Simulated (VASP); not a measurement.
# Ti4Al12H (a cell with a defect) in VASP: single point with PBE

Aim: the single point of Ti4Al12H (a cell with a defect) with PBE.

All numbers are computed with VASP 6.6.1; they aren't measurements. Logs are shortened: lines on timing, memory, paths and dates and some standing lists are left out, and cuts for length are marked.

## Step 1: The cell of the first run

The cell holds a defect, 17 atoms: a = 6.893 Å, b = 6.893 Å, c = 6.893 Å, α = 109.47°, β = 109.47°, γ = 109.47°.

## Step 2: Single point, PBE

Contents of INCAR:

```
PREC = Accurate ; ENCUT = 520
EDIFF = 1E-6 ; ISMEAR = 0
SIGMA = 0.1 ; LREAL = Auto
LASPH = T ; NELM = 80
ALGO = Normal ; ISIF = 2
LWAVE = F ; LCHARG = F
GGA = PE ; NBANDS = 56
```

Contents of KPOINTS:

```
Automatic mesh
0
Gamma
  4 4 4
  0.5 0.5 0.5
```

Contents of POSCAR:

```
Ti4Al12H
1.0
   -3.9797267063      3.9797267063      3.9797267063
    3.9797267063     -3.9797267063      3.9797267063
    3.9797267063      3.9797267063     -3.9797267063
Ti Al H
4 12 1
Direct
    0.4996138295      0.4986684128      0.0228315929
    0.0223074363      0.0215397957      0.0221251374
   -0.0261166175      0.4986661513      0.4988747084
    0.4993380568      0.0229646422      0.4991053775
    0.2425050942      0.2425219296      0.4981125957
    0.7537844232      0.7521526529      0.4960898438
    0.7415311949      0.2359136869     -0.0078388549
    0.2541840369      0.7483551560     -0.0081907634
    0.2442151363      0.4968784658      0.2423804626
    0.7424850293     -0.0076956289      0.2379072911
    0.7546037006      0.4966513145      0.7540000159
    0.2544639556     -0.0096330735      0.7485810509
    0.4994316562      0.2514048260      0.2533598597
   -0.0024229051      0.7575042767      0.2577150583
   -0.0026851090      0.2573267150      0.7575309117
    0.5058395082      0.7014986722      0.7027138310
    0.5170150244      0.8687916923      0.8582855689
```

Potentials or basis: VASP PAW PBE potentials, release 64 (Ti_sv, Al, H).

Started as:

```console
$ cat potpaw_PBE.64/Ti_sv/POTCAR potpaw_PBE.64/Al/POTCAR potpaw_PBE.64/H/POTCAR > POTCAR
$ mpirun -np 1 vasp_std > vasp.out
```

OUTCAR:

```text
PREC = Accurate
   ENCUT = 520
   EDIFF = 1E-6
   ISMEAR = 0
   LREAL = Auto
   LASPH = T
   NELM = 80
   ISIF = 2
   GGA = PE

 ion  position               nearest neighbor table
   1  0.500  0.499  0.023-   6 2.67   9 2.68  13 2.69  10 2.79   8 2.80  14 2.81  15 2.83   7 2.85
                            12 2.87  11 2.95   5 2.95  16 2.98
   2  0.022  0.022  0.022-   9 2.68   5 2.68  13 2.69   7 2.80  10 2.80  14 2.82  15 2.82   8 2.85
                            12 2.85  16 2.95  11 2.95   6 2.96
   3  0.974  0.499  0.499-   6 2.67  13 2.67  11 2.67  12 2.78   8 2.78  15 2.82  14 2.82  10 2.86
                             7 2.86   5 2.95   9 2.97  16 3.04
   4  0.499  0.023  0.499-  13 2.67  11 2.67   5 2.69   7 2.78  12 2.79  15 2.81  14 2.83  10 2.84
                             8 2.86   6 2.96   9 2.96  16 3.00
   5  0.243  0.243  0.498-  16 2.60   2 2.68   4 2.69  14 2.73  10 2.82  13 2.82  12 2.83  15 2.84
                             9 2.87  11 2.88   1 2.95   3 2.95
   6  0.754  0.752  0.496-  16 2.57   1 2.67   3 2.67  14 2.71  10 2.81  13 2.82  12 2.82  15 2.84
                             9 2.87  11 2.89   4 2.96   2 2.96
   7  0.742  0.236  0.992-  12 2.74  10 2.75  15 2.76   4 2.78   2 2.80  11 2.81   9 2.83  13 2.83
                             1 2.85   3 2.86  14 2.94  16 3.02
   8  0.254  0.748  0.992-  12 2.73  10 2.75  15 2.77   3 2.78   1 2.80  11 2.81   9 2.83  13 2.83
                             2 2.85   4 2.86  14 2.94  16 3.06
   9  0.244  0.497  0.242-  16 2.61   1 2.68   2 2.68  15 2.73  13 2.82   8 2.83   7 2.83  14 2.86
                             6 2.87   5 2.87   4 2.96   3 2.97
  10  0.742  0.992  0.238-   8 2.75   7 2.75  14 2.76   1 2.79   2 2.80   6 2.81   5 2.82  13 2.83
                             4 2.84   3 2.86  15 2.93  16 3.03
  11  0.755  0.497  0.754-  16 2.57   4 2.67   3 2.67  15 2.71   7 2.81   8 2.81  13 2.82  14 2.84
                             5 2.88   6 2.89   1 2.95   2 2.95
  12  0.254  0.990  0.749-   8 2.73   7 2.74  14 2.77   3 2.78   4 2.79   6 2.82   5 2.83  13 2.84
                             2 2.85   1 2.87  15 2.95  16 3.05
  13  0.499  0.251  0.253-   4 2.67   3 2.67   2 2.69   1 2.69  11 2.82   9 2.82   6 2.82   5 2.82
                            10 2.83   8 2.83   7 2.83  12 2.84
  14  0.998  0.758  0.258-   6 2.71   5 2.73  10 2.76  12 2.77   1 2.81   2 2.82   3 2.82   4 2.83
                            11 2.84   9 2.86   7 2.94   8 2.94
  15  0.997  0.257  0.758-  11 2.71   9 2.73   7 2.76   8 2.77   4 2.81   3 2.82   2 2.82   1 2.83
                             5 2.84   6 2.84  10 2.93  12 2.95
  16  0.506  0.701  0.703-  17 1.24  11 2.57   6 2.57   5 2.60   9 2.61   2 2.95   1 2.98   4 3.00
                             7 3.02  10 3.03   3 3.04  12 3.05   8 3.06
  17  0.517  0.869  0.858-  16 1.24

  LATTYP: Found a body centered cubic cell.
 ALAT       =     7.9594534126

  Lattice vectors:

 A1 = (  -3.9797267063,   3.9797267063,   3.9797267063)
 A2 = (   3.9797267063,  -3.9797267063,   3.9797267063)
 A3 = (   3.9797267063,   3.9797267063,  -3.9797267063)

Analysis of symmetry for initial positions (statically):
=====================================================================
 Subroutine PRICEL returns:
 Original cell was already a primitive cell.

 Routine SETGRP: Setting up the symmetry group for a
 body centered cubic supercell.

 Subroutine GETGRP returns: Found  1 space group operations
 (whereof  1 operations were pure point group operations)
 out of a pool of 48 trial point group operations.

The static configuration has the point symmetry C_1 .

Analysis of symmetry for dynamics (positions and initial velocities):
=====================================================================
 Subroutine PRICEL returns:
 Original cell was already a primitive cell.

 Routine SETGRP: Setting up the symmetry group for a
 body centered cubic supercell.

 Subroutine GETGRP returns: Found  1 space group operations
 (whereof  1 operations were pure point group operations)
 out of a pool of 48 trial point group operations.

The dynamic configuration has the point symmetry C_1 .

 Subroutine INISYM returns: Found  1 space group operations
 (whereof  1 operations are pure point group operations),
 and found     1 'primitive' translations

----------------------------------------------------------------------------------------

                                     Primitive cell

  volume of cell :     252.1272

  direct lattice vectors                    reciprocal lattice vectors
    -3.979726706  3.979726706  3.979726706     0.000000000  0.125636768  0.125636768
[... 57 lines left out ...]
     0.031409192  0.000000000  0.031409192     0.000000000  0.250000000  0.000000000
     0.031409192  0.031409192  0.000000000     0.000000000  0.000000000  0.250000000

  Length of vectors
     0.044419305  0.044419305  0.044419305

  Shift w.r.t. Gamma in fractional coordinates (k-lattice)
     0.500000000  0.500000000  0.500000000

 Subroutine IBZKPT returns following result:
 ===========================================

 Found     32 irreducible k-points:

 Following reciprocal coordinates:
            Coordinates               Weight
  0.125000  0.125000  0.125000      2.000000
  0.375000 -0.125000 -0.125000      2.000000
  0.125000  0.125000 -0.375000      2.000000
 -0.125000  0.375000 -0.125000      2.000000
  0.375000  0.125000  0.125000      2.000000
  0.125000  0.375000  0.125000      2.000000
[... 16 lines left out ...]
  0.375000  0.125000 -0.125000      2.000000
 -0.125000  0.125000  0.375000      2.000000
 [... further k-points ...]
   k-points           NKPTS =     32   k-points in BZ     NKDIM =     32   number of bands    NBANDS=     56
   number of dos      NEDOS =    301   number of ions     NIONS =     17
   total plane-waves  NPLWV = 157464
   dimension x,y,z NGX =    54 NGY =   54 NGZ =   54
   dimension x,y,z NGXF=   108 NGYF=  108 NGZF=  108
   ions per type =               4  12   1
   NGX,Y,Z   is equivalent  to a cutoff of  13.02, 13.02, 13.02 a.u.
   NGXF,Y,Z  is equivalent  to a cutoff of  26.05, 26.05, 26.05 a.u.
 SYSTEM =  unknown system
   PREC   = accura    normal or accurate (medium, high low for compatibility)
   ISTART =      0    job   : 0-new  1-cont  2-samecut
   ICHARG =      2    charge: 1-file 2-atom 10-const
   ISPIN  =      1    spin polarized calculation?
   LNONCOLLINEAR =      F non collinear calculations
   LSORBIT =      F    spin-orbit coupling
   LASPH  =      T    aspherical Exc in radial PAW
   ENCUT  =  520.0 eV  38.22 Ry    6.18 a.u.  12.82 12.82 12.82*2*pi/ulx,y,z
   NELM   =     80;   NELMIN=  2; NELMDL= -5     # of ELM steps
   EDIFF  = 0.1E-05   stopping-criterion for ELM
   LREAL  =      T    real-space projection
   EDIFFG = 0.1E-04   stopping-criterion for IOM
   NSW    =      0    number of steps for IOM
   IBRION =     -1    ionic relax: 0-MD 1-quasi-New 2-CG
   NFREE  =      0    steps in history (QN), initial steepest desc. (CG)
   ISIF   =      2    stress and relaxation
   ISYM   =      2    0-nonsym 1-usesym 2-fastsym
   POTIM  = 0.5000    time-step for ionic-motion
   TEBEG  =    0.0;   TEEND  =   0.0 temperature during run
   PSTRESS=    0.0 pullay stress
   NELECT =      85.0000    total number of electrons
   NUPDOWN=      -1.0000    fix difference up-down
   EMIN   =  10.00;   EMAX   =-10.00  energy-range for DOS
   EFERMI =   0.00;   METHOD = LEGACY
   ISMEAR =     0;   SIGMA  =   0.10  broadening in eV -4-tet -1-fermi 0-gaus
   EFERMI_NEDOS =   21; number of points for ismear=-14 and -15
   IALGO  =     38    algorithm
   IMIX   =      4    mixing-type and parameters
     AMIX     =   0.40;   BMIX     =  1.00
     AMIX_MAG =   1.60;   BMIX_MAG =  1.00
  volume/ion in A,a.u.               =      14.83       100.08
  Fermi-wavevector in a.u.,A,eV,Ry     =   1.139396  2.153146 17.663389  1.298222
  Thomas-Fermi vector in A             =   2.276099
   LORBIT       =      0    0 simple, 1 ext, 2 COOP (PROOUT), +10 PAW based schemes
   GGA     = PE    functional components
   LHFCALC =     F    Hartree Fock is set to
   AEXX    =    0.0000 exact exchange contribution
   IVDW    =     0    specifies the selected vdW correction
   LEPSILON=     F    determine dielectric tensor
   LRPA    =     F    only Hartree local field effects (RPA)
 non-spin polarized calculation
 Gauss-broadening in eV      SIGMA  =   0.10
  energy-cutoff  :      520.00
  volume of cell :      252.13
 maximum number of plane-waves:      6798
 NGX is ok and might be reduce to    54
   NGX = 25   NGY = 25   NGZ = 25

 number of electron      84.9999999 magnetization

 Free energy of the ion-electron system (eV)
  ---------------------------------------------------
  ext. energy  EPLUGINS =         0.00000000
  ---------------------------------------------------
  free energy    TOTEN  =       -81.56571641 eV

  energy without entropy =      -81.52072580  energy(sigma->0) =      -81.54322110

 E-fermi :   8.8844     XC(G=0): -10.7873

 val. band max:        8.8831374515   @ k =   0.1250  -0.3750   0.3750
 cond. band min:       8.9085147234   @ k =   0.1250   0.3750  -0.1250
 fundamental gap:      0.0253772719
 Fermi energy:         8.8843546837

 k-point     1 :       0.1250    0.1250    0.1250
  band No.  band energies     occupation
      1     -48.0232      2.00000
      2     -48.0221      2.00000
      3     -48.0195      2.00000
      4     -48.0172      2.00000
      5     -24.3508      2.00000
      6     -24.3497      2.00000
[... 1357 lines left out ...]
     53      10.4356      0.00000
     54      10.8576      0.00000

 [... further k-points ...]

 [bands above 54 left out]

------------------------ aborting loop because EDIFF is reached ----------------------------------------

  FORCE on cell =-STRESS in cart. coord.  units (eV):
  Direction    XX          YY          ZZ          XY          YZ          ZX
  --------------------------------------------------------------------------------------
  -------------------------------------------------------------------------------------
  Total       12.6350857      6.9281403      6.9349486     -0.1718410     -0.0307271      0.6142585
  in kB       80.2914009     44.0258262     44.0690908     -1.0919872     -0.1952599      3.9033904
  external PRESSURE =      56.1287727 kB  Pullay stress =       0.0000000 kB

 VOLUME and BASIS-vectors are now :
 -----------------------------------------------------------------------------
  energy-cutoff  :      520.00
  volume of cell :      252.13
      direct lattice vectors                 reciprocal lattice vectors
    -3.979726706  3.979726706  3.979726706     0.000000000  0.125636768  0.125636768
     3.979726706 -3.979726706  3.979726706     0.125636768  0.000000000  0.125636768
     3.979726706  3.979726706 -3.979726706     0.125636768  0.125636768  0.000000000

 POSITION                                       TOTAL-FORCE (eV/Angst)
 -----------------------------------------------------------------------------------
      0.08710      0.09463      3.88203        -1.238636     -0.454768      0.334684
      0.08500      0.09111      0.08645        -1.153760     -0.288818     -0.303314
      0.09415      3.87662      3.87496        -1.296186      0.489499      0.472421
      0.09047      3.88214      0.09232        -1.202321      0.322556     -0.451389
      1.98242      1.98228     -0.05208         0.594709      0.022211     -0.221644
      1.96781      1.98080      4.01892         0.644927      0.032158      0.257661
[... 9 lines left out ...]
      3.57528      2.01794      2.00827        -7.461752     -0.189507     -0.905362
      4.81572      2.01577      2.09939        10.010407     -0.037152      0.692814
 -----------------------------------------------------------------------------------
    total drift:                                0.011322      0.015710      0.003769

  FREE ENERGIE OF THE ION-ELECTRON SYSTEM (eV)
  ---------------------------------------------------
  free  energy   TOTEN  =       -81.5657164102 eV

  energy  without entropy=      -81.5207257967  energy(sigma->0) =      -81.54322110
```

It took 10 min on 1 thread of Intel Xeon 6975P-C (Granite Rapids), shared host; peak memory 0.55 GiB.

What came out:

```
Free energy            : -81.5657 eV
Pressure               : 5.6 GPa
Largest force          : 10.034 eV/Å
Band gap on the k mesh : zero (an odd number of electrons rules out a gap without spin polarisation)
```

Forces on the atoms (eV/Å):
```
Ti  -1.239 -0.455  0.335
Ti  -1.154 -0.289 -0.303
Ti  -1.296  0.489  0.472
Ti  -1.202  0.323 -0.451
Al   0.595  0.022 -0.222
Al   0.645  0.032  0.258
Al   0.253  0.062  0.289
Al   0.237  0.065 -0.296
Al   0.679 -0.233 -0.007
Al   0.232  0.250  0.019
Al   0.594  0.260  0.030
Al   0.277 -0.321  0.036
Al  -0.009 -0.115 -0.019
Al  -0.583  0.062  0.058
Al  -0.578  0.075  0.014
Al  -7.462 -0.190 -0.905
H   10.010 -0.037  0.693
```
